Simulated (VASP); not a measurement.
# Ca (I4/mmm) in VASP: notebook

Ca is run at these levels: LDA; tasks: single point.

All numbers are computed with VASP 6.6.1; they aren't measurements. Logs are shortened: lines on timing, memory, paths and dates and some standing lists are left out, and cuts for length are marked.

**1. The cell of the first run**

Symmetry: I4/mmm, No. 139, tetragonal system. Conventional cell: a = 4.480 Å, b = 4.480 Å, c = 4.346 Å, α = 90.00°, β = 90.00°, γ = 90.00°. Within 5.0 Å of Ca (site symmetry 4/mmm) lie 14 Ca at 3.84 to 4.48 Å.

**2. Single point, LDA (strain -0.0300 x Voigt [0, 0, 1, 0, 0, 0])**

File INCAR:

```
SYSTEM = Ca
  ALGO = Fast
  EDIFF = 1E-6
  ENCUT = 520
  ISIF = 2
  ISMEAR = 0
  LASPH = .TRUE.
  LCHARG = .FALSE.
  LREAL = .FALSE.
  LWAVE = .FALSE.
  NBANDS = 11
  NELM = 80
  PREC = Accurate
  SIGMA = 0.15
```

File KPOINTS:

```
k-points
0
G
  16 16 16
  0 0 0
```

File POSCAR:

```
Ca
1.0
   -2.2400000000      2.2400000000      2.1728000000
    2.2400000000     -2.2400000000      2.1728000000
    2.2400000000      2.2400000000     -2.1728000000
Ca
1
Direct
    0.0000000000      0.0000000000      0.0000000000
```

Potentials or basis: VASP PAW LDA potentials, release 64 (Ca_sv).

The run is started by

```sh
$ cat potpaw_LDA.64/Ca_sv/POTCAR > POTCAR
$ mpirun -np 1 vasp_std > vasp.out
```

OUTCAR:

```text
SYSTEM = Ca
   EDIFF = 1E-6
   ENCUT = 520
   ISIF = 2
   ISMEAR = 0
   LASPH = .TRUE.
   LREAL = .FALSE.
   NELM = 80
   PREC = Accurate

 ion  position               nearest neighbor table
   1  0.000  0.000  0.000-

  LATTYP: Found a body centered tetragonal cell.
 ALAT       =     4.4800000000
 C/A-ratio  =     0.9700000000

  Lattice vectors:

 A1 = (  -2.2400000000,   2.2400000000,   2.1728000000)
 A2 = (   2.2400000000,  -2.2400000000,   2.1728000000)
 A3 = (   2.2400000000,   2.2400000000,  -2.1728000000)

Analysis of symmetry for initial positions (statically):
=====================================================================
 Subroutine PRICEL returns:
 Original cell was already a primitive cell.

 Routine SETGRP: Setting up the symmetry group for a
 body centered tetragonal supercell.

 Subroutine GETGRP returns: Found 16 space group operations
 (whereof 16 operations were pure point group operations)
 out of a pool of 16 trial point group operations.

The static configuration has the point symmetry D_4h.

Analysis of symmetry for dynamics (positions and initial velocities):
=====================================================================
 Subroutine PRICEL returns:
 Original cell was already a primitive cell.

 Routine SETGRP: Setting up the symmetry group for a
 body centered tetragonal supercell.

 Subroutine GETGRP returns: Found 16 space group operations
 (whereof 16 operations were pure point group operations)
 out of a pool of 16 trial point group operations.

The dynamic configuration has the point symmetry D_4h.

 Subroutine INISYM returns: Found 16 space group operations
 (whereof 16 operations are pure point group operations),
 and found     1 'primitive' translations

----------------------------------------------------------------------------------------

                                     Primitive cell

  volume of cell :      43.6090

  direct lattice vectors                    reciprocal lattice vectors
    -2.240000000  2.240000000  2.172800000     0.000000000  0.223214286  0.230117820
     2.240000000 -2.240000000  2.172800000     0.223214286  0.000000000  0.230117820
     2.240000000  2.240000000 -2.172800000     0.223214286  0.223214286  0.000000000

  length of vectors
     3.841387749  3.841387749  3.841387749     0.320591373  0.320591373  0.315672670

  position of ions in fractional coordinates (direct lattice)
     0.000000000  0.000000000  0.000000000

  ion indices of the primitive-cell ions
   primitive index   ion index
[... 81 lines left out ...]
   POTIM  = 0.5000    time-step for ionic-motion
   TEBEG  =    0.0;   TEEND  =   0.0 temperature during run
   PSTRESS=    0.0 pullay stress
   NELECT =      10.0000    total number of electrons
   NUPDOWN=      -1.0000    fix difference up-down
   EMIN   =  10.00;   EMAX   =-10.00  energy-range for DOS
   EFERMI =   0.00;   METHOD = LEGACY
   ISMEAR =     0;   SIGMA  =   0.15  broadening in eV -4-tet -1-fermi 0-gaus
   EFERMI_NEDOS =   21; number of points for ismear=-14 and -15
   IALGO  =     68    algorithm
   IMIX   =      4    mixing-type and parameters
     AMIX     =   0.40;   BMIX     =  1.00
     AMIX_MAG =   1.60;   BMIX_MAG =  1.00
  volume/ion in A,a.u.               =      43.61       294.29
  Fermi-wavevector in a.u.,A,eV,Ry     =   1.002035  1.893572 13.661259  1.004074
  Thomas-Fermi vector in A             =   2.134496
   LORBIT       =      0    0 simple, 1 ext, 2 COOP (PROOUT), +10 PAW based schemes
   GGA     = CA    functional components
   LHFCALC =     F    Hartree Fock is set to
   AEXX    =    0.0000 exact exchange contribution
   IVDW    =     0    specifies the selected vdW correction
   LEPSILON=     F    determine dielectric tensor
   LRPA    =     F    only Hartree local field effects (RPA)
 non-spin polarized calculation
 RMM-DIIS sequential band-by-band and
 Gauss-broadening in eV      SIGMA  =   0.15
  energy-cutoff  :      520.00
  volume of cell :       43.61
 maximum number of plane-waves:      1208
 NGX is ok and might be reduce to    30
   NGX = 15   NGY = 15   NGZ = 15

 number of electron      10.0000001 magnetization

 Free energy of the ion-electron system (eV)
  ---------------------------------------------------
  ext. energy  EPLUGINS =         0.00000000
  ---------------------------------------------------
  free energy    TOTEN  =        -2.15836771 eV

  energy without entropy =       -2.14010056  energy(sigma->0) =       -2.14923413

 E-fermi :   1.7131     XC(G=0):  -7.8577

 val. band max:        1.7119269789   @ k =   0.5000   0.5000   0.4375
 cond. band min:       1.7162088788   @ k =  -0.3750  -0.4375   0.3125
 fundamental gap:      0.0042818998
 Fermi energy:         1.7130599037

 k-point     1 :       0.0000    0.0000    0.0000
  band No.  band energies     occupation
      1     -39.9794      2.00000
      2     -21.1937      2.00000
      3     -21.1896      2.00000
      4     -21.1896      2.00000
      5      -2.2992      2.00000
      6       3.7324      0.00000
      7       3.8671      0.00000
      8       3.8671      0.00000
      9       4.7643      0.00000
     10       4.9328      0.00000
     11      11.7201      0.00000
[... 309 lines left out ...]
 k-point    24 :      -0.0625    0.0625    0.0000
  band No.  band energies     occupation
      1     -39.9788      2.00000
      2     -21.1953      2.00000
      3     -21.1946      2.00000
      4     -21.1895      2.00000
      5      -2.2314      2.00000
      6       3.7122      0.00000
      7       3.8292      0.00000
      8       3.9180      0.00000
      9       4.7139      0.00000
     10       4.9304      0.00000
     11      11.6813      0.00000

 [... further k-points ...]

------------------------ aborting loop because EDIFF is reached ----------------------------------------

  FORCE on cell =-STRESS in cart. coord.  units (eV):
  Direction    XX          YY          ZZ          XY          YZ          ZX
  --------------------------------------------------------------------------------------
  -------------------------------------------------------------------------------------
  Total       -0.5836917     -0.5836917     -0.5916606      0.0000000     -0.0000000      0.0000000
  in kB      -21.4446179    -21.4446179    -21.7373925      0.0000000     -0.0000000      0.0000000
  external PRESSURE =     -21.5422094 kB  Pullay stress =       0.0000000 kB

 VOLUME and BASIS-vectors are now :
 -----------------------------------------------------------------------------
  energy-cutoff  :      520.00
  volume of cell :       43.61
      direct lattice vectors                 reciprocal lattice vectors
    -2.240000000  2.240000000  2.172800000     0.000000000  0.223214286  0.230117820
     2.240000000 -2.240000000  2.172800000     0.223214286  0.000000000  0.230117820
     2.240000000  2.240000000 -2.172800000     0.223214286  0.223214286  0.000000000

 POSITION                                       TOTAL-FORCE (eV/Angst)
 -----------------------------------------------------------------------------------
      0.00000      0.00000      0.00000        -0.000000     -0.000000      0.000000
 -----------------------------------------------------------------------------------
    total drift:                                0.000000     -0.000000      0.000000

  FREE ENERGIE OF THE ION-ELECTRON SYSTEM (eV)
  ---------------------------------------------------
  free  energy   TOTEN  =        -2.1583677126 eV

  energy  without entropy=       -2.1401005559  energy(sigma->0) =       -2.14923413
```

Run time: 75 s. Hardware: 1 thread of Intel Xeon 6975P-C (Granite Rapids), shared host; peak memory 0.27 GiB.

Results:

```yaml
Free_energy: -2.1584 eV
Pressure: -2.2 GPa
Band_gap_on_the_k_mesh: zero (bands 5 and 6 overlap by 0.37 eV)
```

Levels at points of the mesh, in eV from the Fermi level:
```tsv
k point	band 3	band 4	band 5	band 6	band 7	band 8
(0.00, 0.00, 0.00)	-22.90	-22.90	-4.01	2.02	2.15	2.15
(0.50, 0.00, 0.00)	-22.95	-22.91	-0.92	0.03	1.15	3.06
(0.50, 0.50, 0.00)	-22.95	-22.90	-0.99	-0.07	1.32	2.92
(0.50, 0.50, 0.50)	-23.00	-23.00	0.01	0.06	3.62	3.62
```

Caveat: the cell differs from its parent crystal (strain -0.0300 x Voigt [0, 0, 1, 0, 0, 0]).

**3. Single point, LDA (strain +0.0100 x Voigt [0, 0, 1, 0, 0, 0])**

File INCAR:

```
SYSTEM = Ca
ALGO     = Fast           ! electronic algorithm
EDIFF    = 1E-6           ! SCF threshold, eV
ENCUT    = 520            ! plane-wave cutoff, eV
GGA      = CA             ! functional
ISIF     = 2              ! what is computed and relaxed
ISMEAR   = 0              ! smearing method
LASPH    = .TRUE.         ! aspherical terms in the spheres
LCHARG   = .FALSE.        ! write CHGCAR
LREAL    = .FALSE.        ! projectors in reciprocal space
LWAVE    = .FALSE.        ! write WAVECAR
NBANDS   = 11             ! bands
NELM     = 60             ! most SCF steps
PREC     = Accurate       ! precision mode
SIGMA    = 0.15           ! smearing width, eV
```

KPOINTS is that of step 2.

File POSCAR:

```
Ca
1.0
   -2.2400000000      2.2400000000      2.2624000000
    2.2400000000     -2.2400000000      2.2624000000
    2.2400000000      2.2400000000     -2.2624000000
Ca
1
Direct
    0.0000000000      0.0000000000      0.0000000000
```

Potentials or basis: VASP PAW LDA potentials, release 64 (Ca_sv).

The run is started by

```sh
$ cat potpaw_LDA.64/Ca_sv/POTCAR > POTCAR
$ mpirun -np 1 vasp_std > vasp.out
```

OUTCAR:

```text
SYSTEM = Ca
   EDIFF = 1E-6
   ENCUT = 520
   GGA = CA
   ISIF = 2
   ISMEAR = 0
   LASPH = .TRUE.
   LREAL = .FALSE.
   NELM = 60
   PREC = Accurate

 ion  position               nearest neighbor table
   1  0.000  0.000  0.000-

  LATTYP: Found a body centered tetragonal cell.
 ALAT       =     4.4800000000
 C/A-ratio  =     1.0100000000

  Lattice vectors:

 A1 = (  -2.2400000000,   2.2400000000,   2.2624000000)
[... 515 lines left out ...]
      8       3.6445      0.00000
      9       4.5740      0.00000
     10       4.5748      0.00000
     11      11.4146      0.00000

 [... further k-points ...]

------------------------ aborting loop because EDIFF is reached ----------------------------------------

  FORCE on cell =-STRESS in cart. coord.  units (eV):
  Direction    XX          YY          ZZ          XY          YZ          ZX
  --------------------------------------------------------------------------------------
  -------------------------------------------------------------------------------------
  Total       -0.7335567     -0.7335567     -0.7279160      0.0000000      0.0000000      0.0000000
  in kB      -25.8832542    -25.8832542    -25.6842234      0.0000000      0.0000000      0.0000000
  external PRESSURE =     -25.8169106 kB  Pullay stress =       0.0000000 kB

 VOLUME and BASIS-vectors are now :
 -----------------------------------------------------------------------------
  energy-cutoff  :      520.00
  volume of cell :       45.41
      direct lattice vectors                 reciprocal lattice vectors
    -2.240000000  2.240000000  2.262400000     0.000000000  0.223214286  0.221004243
     2.240000000 -2.240000000  2.262400000     0.223214286  0.000000000  0.221004243
     2.240000000  2.240000000 -2.262400000     0.223214286  0.223214286  0.000000000

 POSITION                                       TOTAL-FORCE (eV/Angst)
 -----------------------------------------------------------------------------------
      0.00000      0.00000      0.00000        -0.000000     -0.000000     -0.000000
 -----------------------------------------------------------------------------------
    total drift:                               -0.000000     -0.000000      0.000000

  FREE ENERGIE OF THE ION-ELECTRON SYSTEM (eV)
  ---------------------------------------------------
  free  energy   TOTEN  =        -2.1318804073 eV

  energy  without entropy=       -2.1130592547  energy(sigma->0) =       -2.12246983
```

OSZICAR:

```text
N       E                     dE             d eps       ncg     rms          rms(c)
DAV:   1     0.663377430470E+02    0.66338E+02   -0.49380E+03  7678   0.811E+02
DAV:   2    -0.562460636675E+00   -0.66900E+02   -0.66315E+02  8449   0.206E+02
DAV:   3    -0.206161356675E+01   -0.14992E+01   -0.14760E+01 11366   0.302E+01
DAV:   4    -0.213971529798E+01   -0.78102E-01   -0.77733E-01 10108   0.535E+00
DAV:   5    -0.214112398563E+01   -0.14087E-02   -0.14084E-02 10723   0.629E-01    0.234E+00
RMM:   6    -0.213345682953E+01    0.76672E-02   -0.10325E-02  8148   0.113E+00    0.145E+00
RMM:   7    -0.213210306897E+01    0.13538E-02   -0.23689E-02  9242   0.194E+00    0.113E-01
RMM:   8    -0.213175143861E+01    0.35163E-03   -0.56261E-03  9048   0.889E-01    0.277E-02
RMM:   9    -0.213184965705E+01   -0.98218E-04   -0.13614E-03 11453   0.413E-01    0.236E-02
RMM:  10    -0.213187326912E+01   -0.23612E-04   -0.23001E-04 11923   0.157E-01    0.724E-03
RMM:  11    -0.213188044468E+01   -0.71756E-05   -0.50767E-05 12177   0.559E-02    0.108E-02
RMM:  12    -0.213188040732E+01    0.37352E-07   -0.37449E-06  9906   0.201E-02
   1 F= -.21318804E+01 E0= -.21224698E+01  d E =-.188212E-01
```

Wall time 74 s (1 thread of Intel Xeon 6975P-C (Granite Rapids), shared host); peak memory 0.28 GiB.

What came out:

| Property | Result |
| --- | --- |
| Free energy | -2.1319 eV |
| Pressure | -2.6 GPa |
| Band gap on the k mesh | zero (bands 5 and 6 overlap by 0.34 eV) |

Levels at points of the mesh, in eV from the Fermi level:
| k point | band 2 | band 3 | band 4 | band 5 | band 6 | band 7 | band 8 | band 9 |
| --- | --- | --- | --- | --- | --- | --- | --- | --- |
| (0.00, 0.00, 0.00) | -23.01 | -23.01 | -23.01 | -3.94 | 2.03 | 2.03 | 2.07 | 3.01 |
| (0.50, 0.00, 0.00) | -23.12 | -23.04 | -23.01 | -0.93 | -0.04 | 1.21 | 2.90 | 3.26 |
| (0.50, 0.50, 0.00) | -23.12 | -23.04 | -23.01 | -0.90 | -0.01 | 1.16 | 2.95 | 3.28 |
| (0.50, 0.50, 0.50) | -23.09 | -23.09 | -23.09 | 0.06 | 0.08 | 3.52 | 3.67 | 3.75 |

Caveat: the cell differs from its parent crystal (strain +0.0100 x Voigt [0, 0, 1, 0, 0, 0]).

**4. Single point, LDA (strain +0.0300 x Voigt [0, 0, 1, 0, 0, 0])**

File INCAR:

```
SYSTEM = Ca
PREC = Accurate
ENCUT = 520
EDIFF = 1E-6
ISMEAR = 0
SIGMA = 0.15
LREAL = .FALSE.
LASPH = .TRUE.
NELM = 80
ALGO = Fast
ISIF = 2
LWAVE = .FALSE.
LCHARG = .FALSE.
NBANDS = 11
```

File KPOINTS:

```
Automatic mesh
0
G
  16 16 16
  0 0 0
```

File POSCAR:

```
Ca
1.0
   -2.2400000000      2.2400000000      2.3072000000
    2.2400000000     -2.2400000000      2.3072000000
    2.2400000000      2.2400000000     -2.3072000000
Ca
1
Direct
    0.0000000000      0.0000000000      0.0000000000
```

The run is started by

```sh
$ cat potpaw_LDA.64/Ca_sv/POTCAR > POTCAR
$ mpirun -np 1 vasp_std > vasp.out
```

It took 71 s on 1 thread of Intel Xeon 6975P-C (Granite Rapids), shared host; peak memory 0.28 GiB.

It converged, with:

* Free energy: -2.1172 eV
* Pressure: -2.8 GPa
* Band gap on the k mesh: zero (bands 5 and 6 overlap by 0.36 eV)

Levels at points of the mesh, in eV from the Fermi level:
```
           k point  band 1  band 2  band 3  band 4  band 5  band 6  band 7  band 8  band 9  band 10
(0.00, 0.00, 0.00)  -41.84  -23.06  -23.06  -23.05   -3.90    1.98    1.98    2.10    2.91     3.06
(0.50, 0.00, 0.00)  -41.83  -23.16  -23.09  -23.05   -0.93   -0.07    1.23    2.81    3.21     3.88
(0.50, 0.50, 0.00)  -41.83  -23.16  -23.09  -23.06   -0.86    0.01    1.09    2.96    3.25     3.90
(0.50, 0.50, 0.50)  -41.82  -23.13  -23.13  -23.13    0.06    0.12    3.26    3.66    3.70     3.70
```

Caveat: the cell differs from its parent crystal (strain +0.0300 x Voigt [0, 0, 1, 0, 0, 0]).

(Continued in part 2 of 2.)
